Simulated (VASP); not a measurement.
Input of a VASP 6.6.1 run:

Contents of INCAR:

```
SYSTEM = Al16HO24
PREC = Accurate
ENCUT = 520
EDIFF = 1E-7
ISMEAR = -1
SIGMA = 0.02
LREAL = Auto
LASPH = .True.
NELM = 60
ALGO = Normal
ISIF = 2
LWAVE = .False.
LCHARG = .False.
NBANDS = 122
NELECT = 192.0
```

The input KPOINTS:

```
regular mesh
0
Gamma
  1 1 1
  0 0 0
```

The input POSCAR:

```
Al16HO24
1.0
   -4.7351000000     -2.7338110000      4.3003330000
    4.7351000000     -2.7338110000      4.3003330000
    0.0000000000      5.4676230000      4.3003330000
Al O H
16 24 1
Direct
    0.3645969761      0.3193181013      0.3746773619
    0.1348124504      0.1304408426      0.1667365087
    0.6336105696      0.6444234353      0.6620250557
    0.8477728642      0.8330318873      0.8730672394
    0.8456216125      0.8285786778      0.3703157972
    0.6492739177      0.6188416142      0.1687731927
    0.1371779562      0.1140739035      0.6518875018
    0.3448197528      0.3455377947      0.8778233352
    0.8541899832      0.3388048805      0.8469169292
    0.6229984772      0.1347300141      0.6555109020
    0.1378380456      0.6322732212      0.1790245327
    0.3497939378      0.8262569481      0.3493658667
    0.3495454390      0.8285215958      0.8688442160
    0.1485675124      0.6283884243      0.6573515925
    0.6387598805      0.1221710017      0.1473476163
    0.8442674970      0.3389983369      0.3684279535
    0.5786499783      0.3893192355      0.7671057211
    0.7354929077      0.5785374052      0.4231839912
    0.3866379121      0.7434202398      0.6102954440
    0.3914655459      0.5697933531      0.2718549088
    0.2393152161      0.3984037253      0.5922323205
    0.6062616614      0.2309580776      0.4137996588
    0.0914792687      0.8820644728      0.7712281168
    0.2427878833      0.0582511259      0.4312996260
    0.8960692600      0.2344148070      0.6144040614
    0.8994079011      0.0848105325      0.2684287451
    0.7504646699      0.8913064684      0.6070082004
    0.0857742915      0.7352642706      0.4250044768
    0.0933235409      0.3909941287      0.2854134187
    0.2445077988      0.5814594999      0.9208276589
    0.8908385258      0.7070831669      0.1264563962
    0.9078236712      0.5713154666      0.7461536477
    0.7563383044      0.3747835326      0.1214555796
    0.0932393310      0.2383893806      0.9191581460
    0.5808523487      0.8852387397      0.2582870005
    0.7506406843      0.0854593787      0.9166944300
    0.4058146446      0.2443819399      0.1064657484
    0.3921391632      0.0859365487      0.7672929607
    0.2325818748      0.8771722742      0.1181972678
    0.6033447352      0.7484525471      0.9219103585
    0.1055494183      0.4117097951      0.4671296700
```

Potentials or basis: VASP PAW LDA potentials, release 64 (Al, O, H).

The run is started by

```sh
$ cat potpaw_LDA.64/Al/POTCAR potpaw_LDA.64/O/POTCAR potpaw_LDA.64/H/POTCAR > POTCAR
$ mpirun -np 1 vasp_gam > vasp.out
```

Question: Estimate the largest force.

Answer: 3.734 eV/Å.

Forces in eV/Å, atoms in the order of the input:
```
Al  -0.620 -2.178 -0.390
Al  -0.813 -0.589 -0.835
Al  -0.949  0.105 -0.097
Al  -0.064 -0.856  0.380
Al   1.092 -0.562  0.501
Al   0.643  0.048 -1.064
Al   0.170  2.727  1.456
Al  -0.596  0.555 -1.273
Al  -0.022  2.622  0.530
Al  -2.065  0.570  1.513
Al  -0.212 -1.611 -0.729
Al   0.555  1.840  0.974
Al   1.344  0.173  0.292
Al   2.459  0.422  2.117
Al  -0.355 -0.137  1.914
Al   0.005  0.978 -1.828
O   -0.159 -1.346  0.620
O    0.114  0.017  0.178
O   -1.595 -0.024  0.535
O   -0.170 -0.924  0.572
O   -0.599  0.791 -1.659
O    1.209  1.167 -1.118
O    0.151  0.441 -0.154
O    0.971 -3.595  0.279
O   -0.479 -1.276 -0.287
O   -1.000  0.696 -0.891
O    0.570  1.068 -0.349
O   -0.675 -0.533 -0.705
O   -0.383  1.464  0.147
O    0.260  0.038  0.272
O    0.570 -1.905  0.856
O    1.519  0.710  0.640
O    1.330 -1.442 -0.637
O   -0.204 -0.211  0.416
O   -1.020 -0.664  0.870
O   -0.469 -0.451 -1.031
O    0.051  2.789 -0.205
O    0.196  0.203 -0.552
O    0.155 -1.142  0.471
O   -0.132  0.669 -1.864
H   -0.784 -0.647  0.132
```

Caveat: the k points lie up to 0.91 Å⁻¹ apart; the cell carries a net charge on a neutralising background, which shifts energy and pressure.
